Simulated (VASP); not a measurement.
# TiAl3 (C2/m) in VASP: further runs

TiAl3 is run at these levels: PBE; tasks: single point.

All numbers are computed with VASP 6.6.1; they aren't measurements. Logs are shortened: lines on timing, memory, paths and dates and some standing lists are left out, and cuts for length are marked.

## (1) The cell of the first run

The structure is monoclinic, space group C2/m (No. 12). Conventional cell: a = 8.952 Å, b = 3.980 Å, c = 3.980 Å, α = 90.00°, β = 116.40°, γ = 90.00°. Ti (site symmetry 2/m) has 12 Al at 2.74 to 2.91 Å within 3.6 Å. Within 3.6 Å of Al (site symmetry 2/m) lie 8 Al at 2.74 to 2.91 Å and 4 Ti at 2.81 Å. Within 3.5 Å of Al (site symmetry m) lie 8 Al at 2.65 to 2.99 Å and 4 Ti at 2.74 to 2.91 Å.

## (2) Single point, PBE (atoms displaced along a vibrational mode, the cell strained)

Input file INCAR:

```
SYSTEM = TiAl3
ALGO = Fast ; EDIFF = 1E-6
ENCUT = 520 ; GGA = PE
ISIF = 2 ; ISMEAR = 0
LASPH = .True. ; LCHARG = .True.
LELF = .True. ; LREAL = .False.
LVHAR = .True. ; LWAVE = .False.
NBANDS = 18 ; NELM = 80
PREC = Accurate ; SIGMA = 0.15
```

Input file KPOINTS:

```
k-points
0
Gamma
  14 14 14
  0 0 0
```

Input file POSCAR:

```
TiAl3
1.0
   -1.9898692446      1.9898692446      4.0093556523
    1.9898692446     -1.9898692446      4.0093556523
    1.9898692446      1.9898692446     -4.0093556523
Ti Al
1 3
Direct
    0.0000000000      0.0000000000      0.0000000000
    0.5000000000      0.5000000000      0.0000000000
    0.7500000000      0.2195721213      0.4695721213
    0.2500000000      0.7804278787      0.5304278787
```

Potentials or basis: VASP PAW PBE potentials, release 64 (Ti_sv, Al).

Run with:

```
cat potpaw_PBE.64/Ti_sv/POTCAR potpaw_PBE.64/Al/POTCAR > POTCAR
mpirun -np 1 vasp_std > vasp.out
```

OUTCAR:

```text
SYSTEM = TiAl3
   EDIFF = 1E-6
   ENCUT = 520
   GGA = PE
   ISIF = 2
   ISMEAR = 0
   LASPH = .True.
   LREAL = .False.
   NELM = 80
   PREC = Accurate

 ion  position               nearest neighbor table
   1  0.000  0.000  0.000-   3 2.74   4 2.74   2 2.81   2 2.81   2 2.81   2 2.81   3 2.83   4 2.83
                             4 2.83   3 2.83   3 2.91   4 2.91
   2  0.500  0.500  0.000-   3 2.74   4 2.74   1 2.81   1 2.81   1 2.81   1 2.81   3 2.83   4 2.83
                             4 2.83   3 2.83   3 2.91   4 2.91
   3  0.750  0.220  0.470-   4 2.65   4 2.65   2 2.74   1 2.74   2 2.83   2 2.83   1 2.83   1 2.83
                             1 2.91   2 2.91   4 2.99   4 2.99
   4  0.250  0.780  0.530-   3 2.65   3 2.65   1 2.74   2 2.74   2 2.83   1 2.83   1 2.83   2 2.83
                             1 2.91   2 2.91   3 2.99   3 2.99

  LATTYP: Found a body centered tetragonal cell.
 ALAT       =     3.9797384892
 C/A-ratio  =     2.0148839745

  Lattice vectors:

 A1 = (  -1.9898692446,   1.9898692446,   4.0093556523)
 A2 = (   1.9898692446,  -1.9898692446,   4.0093556523)
 A3 = (   1.9898692446,   1.9898692446,  -4.0093556523)

Analysis of symmetry for initial positions (statically):
=====================================================================
 Subroutine PRICEL returns:
 Original cell was already a primitive cell.

 Routine SETGRP: Setting up the symmetry group for a
 body centered tetragonal supercell.

 Subroutine GETGRP returns: Found  4 space group operations
 (whereof  4 operations were pure point group operations)
 out of a pool of 16 trial point group operations.

The static configuration has the point symmetry C_2h.

Analysis of symmetry for dynamics (positions and initial velocities):
=====================================================================
 Subroutine PRICEL returns:
 Original cell was already a primitive cell.

 Routine SETGRP: Setting up the symmetry group for a
 body centered tetragonal supercell.

 Subroutine GETGRP returns: Found  4 space group operations
 (whereof  4 operations were pure point group operations)
 out of a pool of 16 trial point group operations.

The dynamic configuration has the point symmetry C_2h.

 Subroutine INISYM returns: Found  4 space group operations
 (whereof  4 operations are pure point group operations),
 and found     1 'primitive' translations

----------------------------------------------------------------------------------------

                                     Primitive cell

  volume of cell :      63.5015

  direct lattice vectors                    reciprocal lattice vectors
    -1.989869245  1.989869245  4.009355652     0.000000000  0.251272792  0.124708318
     1.989869245 -1.989869245  4.009355652     0.251272792  0.000000000  0.124708318
     1.989869245  1.989869245 -4.009355652     0.251272792  0.251272792  0.000000000

  length of vectors
     4.898376462  4.898376462  4.898376462     0.280517701  0.280517701  0.355353390

  position of ions in fractional coordinates (direct lattice)
     0.000000000  0.000000000  0.000000000
     0.500000000  0.500000000  0.000000000
     0.750000000  0.219572121  0.469572121
     0.250000000  0.780427879  0.530427879

  ion indices of the primitive-cell ions
   primitive index   ion index
                 1           1
                 2           2
                 3           3
                 4           4

----------------------------------------------------------------------------------------

 KPOINTS: k-points

Automatic generation of k-mesh.
 Grid dimensions read from file:
 generate k-points for:   14   14   14

 Generating k-lattice:

  Cartesian coordinates                     Fractional coordinates (reciprocal lattice)
     0.000000000  0.017948057  0.008907737     0.071428571 -0.000000000  0.000000000
     0.017948057  0.000000000  0.008907737    -0.000000000  0.071428571  0.000000000
     0.017948057  0.017948057  0.000000000     0.000000000  0.000000000  0.071428571

  Length of vectors
     0.020036979  0.020036979  0.025382385

  Shift w.r.t. Gamma in fractional coordinates (k-lattice)
     0.000000000  0.000000000  0.000000000

 Subroutine IBZKPT returns following result:
 ===========================================

 Found    744 irreducible k-points:

 Following reciprocal coordinates:
            Coordinates               Weight
  0.000000  0.000000  0.000000      1.000000
  0.071429 -0.000000  0.000000      4.000000
 -0.000000  0.071429  0.000000      2.000000
  0.071429 -0.000000 -0.071429      2.000000
  0.142857  0.000000 -0.000000      4.000000
  0.000000  0.142857 -0.000000      2.000000
[... 16 lines left out ...]
  0.071429  0.071429  0.000000      4.000000
  0.071429  0.071429 -0.142857      4.000000
 [... further k-points ...]
   k-points           NKPTS =    744   k-points in BZ     NKDIM =    744   number of bands    NBANDS=     18
   number of dos      NEDOS =    301   number of ions     NIONS =      4
   total plane-waves  NPLWV =  46656
   dimension x,y,z NGX =    36 NGY =   36 NGZ =   36
   dimension x,y,z NGXF=    72 NGYF=   72 NGZF=   72
   ions per type =               1   3
   NGX,Y,Z   is equivalent  to a cutoff of  12.22, 12.22, 12.22 a.u.
   NGXF,Y,Z  is equivalent  to a cutoff of  24.44, 24.44, 24.44 a.u.
 SYSTEM =  TiAl3
   PREC   = accura    normal or accurate (medium, high low for compatibility)
   ISTART =      0    job   : 0-new  1-cont  2-samecut
   ICHARG =      2    charge: 1-file 2-atom 10-const
   ISPIN  =      1    spin polarized calculation?
   LNONCOLLINEAR =      F non collinear calculations
   LSORBIT =      F    spin-orbit coupling
   LASPH  =      T    aspherical Exc in radial PAW
   ENCUT  =  520.0 eV  38.22 Ry    6.18 a.u.   9.11  9.11  9.11*2*pi/ulx,y,z
   NELM   =     80;   NELMIN=  2; NELMDL= -5     # of ELM steps
   EDIFF  = 0.1E-05   stopping-criterion for ELM
   LREAL  =      F    real-space projection
   EDIFFG = 0.1E-04   stopping-criterion for IOM
   NSW    =      0    number of steps for IOM
   IBRION =     -1    ionic relax: 0-MD 1-quasi-New 2-CG
   NFREE  =      0    steps in history (QN), initial steepest desc. (CG)
   ISIF   =      2    stress and relaxation
   ISYM   =      2    0-nonsym 1-usesym 2-fastsym
   POTIM  = 0.5000    time-step for ionic-motion
   TEBEG  =    0.0;   TEEND  =   0.0 temperature during run
   PSTRESS=    0.0 pullay stress
   NELECT =      21.0000    total number of electrons
   NUPDOWN=      -1.0000    fix difference up-down
   EMIN   =  10.00;   EMAX   =-10.00  energy-range for DOS
   EFERMI =   0.00;   METHOD = LEGACY
   ISMEAR =     0;   SIGMA  =   0.15  broadening in eV -4-tet -1-fermi 0-gaus
   EFERMI_NEDOS =   21; number of points for ismear=-14 and -15
   IALGO  =     68    algorithm
   IMIX   =      4    mixing-type and parameters
     AMIX     =   0.40;   BMIX     =  1.00
     AMIX_MAG =   1.60;   BMIX_MAG =  1.00
  volume/ion in A,a.u.               =      15.88       107.13
  Fermi-wavevector in a.u.,A,eV,Ry     =   1.132105  2.139368 17.438067  1.281662
  Thomas-Fermi vector in A             =   2.268805
   LORBIT       =      0    0 simple, 1 ext, 2 COOP (PROOUT), +10 PAW based schemes
   GGA     = PE    functional components
   LHFCALC =     F    Hartree Fock is set to
   AEXX    =    0.0000 exact exchange contribution
   IVDW    =     0    specifies the selected vdW correction
   LEPSILON=     F    determine dielectric tensor
   LRPA    =     F    only Hartree local field effects (RPA)
 non-spin polarized calculation
 RMM-DIIS sequential band-by-band and
 Gauss-broadening in eV      SIGMA  =   0.15
  energy-cutoff  :      520.00
  volume of cell :       63.50
 maximum number of plane-waves:      1751
   NGX = 19   NGY = 19   NGZ = 19

 number of electron      20.9999999 magnetization

 Free energy of the ion-electron system (eV)
  ---------------------------------------------------
  ext. energy  EPLUGINS =         0.00000000
  ---------------------------------------------------
  free energy    TOTEN  =       -20.30647862 eV

  energy without entropy =      -20.27768901  energy(sigma->0) =      -20.29208381

 E-fermi :   8.2919     XC(G=0): -10.7268

 val. band max:        8.2879589224   @ k =  -0.2143  -0.0714   0.2143
 cond. band min:       8.2922114663   @ k =  -0.3571  -0.1429   0.3571
 fundamental gap:      0.0042525439
 Fermi energy:         8.2918778092

 k-point     1 :       0.0000    0.0000    0.0000
  band No.  band energies     occupation
      1     -48.2809      2.00000
      2     -24.6088      2.00000
      3     -24.6053      2.00000
      4     -24.4968      2.00000
      5      -1.8502      2.00000
      6       6.1165      2.00000
[... 10 lines left out ...]
     17      12.1881      0.00000
     18      12.7485      0.00000

 k-point     2 :       0.0714   -0.0000    0.0000
  band No.  band energies     occupation
      1     -48.2809      2.00000
      2     -24.6088      2.00000
      3     -24.6062      2.00000
      4     -24.4968      2.00000
      5      -1.7890      2.00000
      6       5.7275      2.00000
[... 10 lines left out ...]
     17      12.4629      0.00000
     18      13.2581      0.00000

 k-point     3 :      -0.0000    0.0714    0.0000
  band No.  band energies     occupation
      1     -48.2809      2.00000
      2     -24.6097      2.00000
      3     -24.6052      2.00000
      4     -24.4968      2.00000
      5      -1.7894      2.00000
      6       5.6350      2.00000
[... 10 lines left out ...]
     17      12.3321      0.00000
     18      12.9833      0.00000

 k-point     4 :       0.0714   -0.0000   -0.0714
  band No.  band energies     occupation
      1     -48.2809      2.00000
      2     -24.6097      2.00000
      3     -24.6052      2.00000
      4     -24.4968      2.00000
      5      -1.7893      2.00000
      6       5.8419      2.00000
[... 375 lines left out ...]
      4     -24.4979      2.00000
      5       0.5471      2.00000
      6       1.5795      2.00000
[... 10 lines left out ...]
     17      13.6032      0.00000
     18      13.8262      0.00000

 k-point    23 :       0.0714    0.0714    0.0000
  band No.  band energies     occupation
      1     -48.2809      2.00000
      2     -24.6097      2.00000
      3     -24.6061      2.00000
      4     -24.4969      2.00000
      5      -1.7043      2.00000
      6       5.2287      2.00000
[... 10 lines left out ...]
     17      12.4241      0.00000
     18      14.3690      0.00000

 k-point    24 :       0.0714    0.0714   -0.1429
  band No.  band energies     occupation
      1     -48.2809      2.00000
      2     -24.6097      2.00000
      3     -24.6061      2.00000
      4     -24.4970      2.00000
      5      -1.7042      2.00000
      6       5.3639      2.00000
[... 10 lines left out ...]
     17      12.5888      0.00000
     18      13.0835      0.00000

 [... further k-points ...]
[... 5 lines left out ...]
  --------------------------------------------------------------------------------------
  -------------------------------------------------------------------------------------
  Total       -1.2844400     -1.3539647      4.7182387      0.0000000      0.0000000      0.1873314
  in kB      -32.4071436    -34.1612909    119.0438151      0.0000000      0.0000000      4.7264758
  external PRESSURE =      17.4917935 kB  Pullay stress =       0.0000000 kB

 VOLUME and BASIS-vectors are now :
 -----------------------------------------------------------------------------
  energy-cutoff  :      520.00
  volume of cell :       63.50
      direct lattice vectors                 reciprocal lattice vectors
    -1.989869245  1.989869245  4.009355652     0.000000000  0.251272792  0.124708318
     1.989869245 -1.989869245  4.009355652     0.251272792  0.000000000  0.124708318
     1.989869245  1.989869245 -4.009355652     0.251272792  0.251272792  0.000000000

 POSITION                                       TOTAL-FORCE (eV/Angst)
 -----------------------------------------------------------------------------------
      0.00000      0.00000      0.00000         0.000000      0.000000      0.000000
      0.00000      0.00000      4.00936         0.000000      0.000000      0.000000
     -0.12110      1.98987      2.00468         1.014089      0.000000     -0.017149
      2.11096      0.00000      2.00468        -1.014089      0.000000      0.017149
 -----------------------------------------------------------------------------------
    total drift:                                0.000000     -0.000000      0.000000

  FREE ENERGIE OF THE ION-ELECTRON SYSTEM (eV)
  ---------------------------------------------------
  free  energy   TOTEN  =       -20.3064786161 eV

  energy  without entropy=      -20.2776890055  energy(sigma->0) =      -20.29208381
```

It took 54 min on 1 thread of Intel Xeon Platinum 8375C at 2.90GHz (Ice Lake), shared host; peak memory 0.86 GiB.

Results:

| Property | Result |
| --- | --- |
| Free energy | -20.3065 eV |
| Pressure | 1.7 GPa |
| Largest force | 1.014 eV/Å |
| Band gap on the k mesh | zero (an odd number of electrons rules out a gap without spin polarisation) |

Forces in eV/Å, atoms in the order of the input:
```
Ti   0.000  0.000  0.000
Al   0.000  0.000  0.000
Al   1.014  0.000 -0.017
Al  -1.014  0.000  0.017
```

Stress tensor (GPa, compression positive):
```
-3.24  0.00  0.47
 0.00 -3.42  0.00
 0.47  0.00 11.90
```

Levels at points of the mesh, in eV from the Fermi level:
```csv
k point,band 7,band 8,band 9,band 10,band 11,band 12,band 13,band 14,band 15,band 16
"(0.00, 0.00, 0.00)",-1.92,-1.66,-1.62,-1.50,0.62,1.17,1.22,1.78,2.03,3.86
"(0.50, 0.00, 0.00)",-3.48,-2.57,-1.41,-0.17,0.35,1.45,1.49,2.35,2.66,4.33
"(0.00, 0.50, 0.00)",-3.32,-2.56,-1.64,0.08,0.30,1.44,2.00,2.17,2.68,4.13
"(0.50, 0.00, 0.50)",-3.60,-2.51,-1.29,-0.27,0.27,0.96,1.45,2.43,2.65,4.47
"(0.50, 0.50, 0.00)",-4.48,-3.69,-2.96,-2.05,-0.72,1.42,1.60,2.80,3.31,3.32
"(0.50, 0.50, 0.50)",-2.50,-1.60,-1.51,-0.42,0.55,0.62,0.84,2.97,4.37,6.13
```

Caveat: the cell differs from its parent crystal (atoms displaced along a vibrational mode, the cell strained); the stress differs along the axes, from -3 to 12 GPa; forces of over 1 eV/Å act on the atoms, so gaps and moduli don't describe the material at rest.

## (3) Single point, PBE (atoms displaced along a vibrational mode, the cell strained)

Input file INCAR:

```
  PREC = Accurate
  ENCUT = 520
  EDIFF = 1E-6
  ISMEAR = 0
  SIGMA = 0.15
  LREAL = F
  LASPH = T
  NELM = 80
  ALGO = Fast
  ISIF = 2
  LWAVE = F
  LCHARG = F
  GGA = PE
  NBANDS = 18
```

Input file KPOINTS:

```
Automatic mesh
0
Gamma
  14 14 14
```

Input file POSCAR:

```
TiAl3
1.0
   -1.8552887160      1.8552887160      4.6129145677
    1.8552887160     -1.8552887160      4.6129145677
    1.8552887160      1.8552887160     -4.6129145677
Ti Al
1 3
Direct
    0.0000000000      0.0000000000      0.0000000000
    0.5000000000      0.5000000000      0.0000000000
    0.7500000000      0.2195721213      0.4695721213
    0.2500000000      0.7804278787      0.5304278787
```

Potentials or basis: VASP PAW PBE potentials, release 64 (Ti_sv, Al).

Run with:

```
cat potpaw_PBE.64/Ti_sv/POTCAR potpaw_PBE.64/Al/POTCAR > POTCAR
mpirun -np 1 vasp_std > vasp.out
```

It took 52 min on 1 thread of Intel Xeon Platinum 8375C at 2.90GHz (Ice Lake), shared host; peak memory 0.89 GiB.

The run converged. Its results:

| Item | Value |
| --- | --- |
| Free energy | -20.2141 eV |
| Pressure | 3.0 GPa |
| Largest force | 1.668 eV/Å |
| Band gap on the k mesh | zero (an odd number of electrons rules out a gap without spin polarisation) |

Forces in eV/Å, atoms in the order of the input:
```
Ti   0.000  0.000  0.000
Al   0.000  0.000  0.000
Al   1.667  0.000 -0.016
Al  -1.667  0.000  0.016
```

Stress tensor (GPa, compression positive):
```
  9.33   0.00   1.10
  0.00  10.95   0.00
  1.10   0.00 -11.23
```

Levels at points of the mesh, in eV from the Fermi level:
| k point | band 7 | band 8 | band 9 | band 10 | band 11 | band 12 | band 13 | band 14 |
| --- | --- | --- | --- | --- | --- | --- | --- | --- |
| (0.00, 0.00, 0.00) | -3.34 | -1.25 | -0.91 | -0.81 | 0.93 | 2.22 | 2.25 | 2.28 |
| (0.50, 0.00, 0.00) | -3.75 | -3.40 | -0.79 | -0.64 | 0.74 | 2.00 | 2.51 | 2.53 |
| (0.00, 0.50, 0.00) | -3.59 | -3.39 | -0.90 | -0.53 | 0.65 | 2.00 | 2.51 | 3.00 |
| (0.50, 0.00, 0.50) | -3.89 | -3.36 | -0.75 | -0.70 | 0.76 | 1.95 | 2.00 | 2.55 |
| (0.50, 0.50, 0.00) | -4.22 | -3.74 | -2.47 | -2.47 | -1.16 | 1.89 | 2.08 | 2.15 |
| (0.50, 0.50, 0.50) | -1.63 | -0.45 | -0.44 | -0.34 | 0.77 | 0.80 | 0.99 | 2.79 |

Caveat: the cell differs from its parent crystal (atoms displaced along a vibrational mode, the cell strained); the stress differs along the axes, from -11 to 11 GPa; forces of over 1 eV/Å act on the atoms, so gaps and moduli don't describe the material at rest.
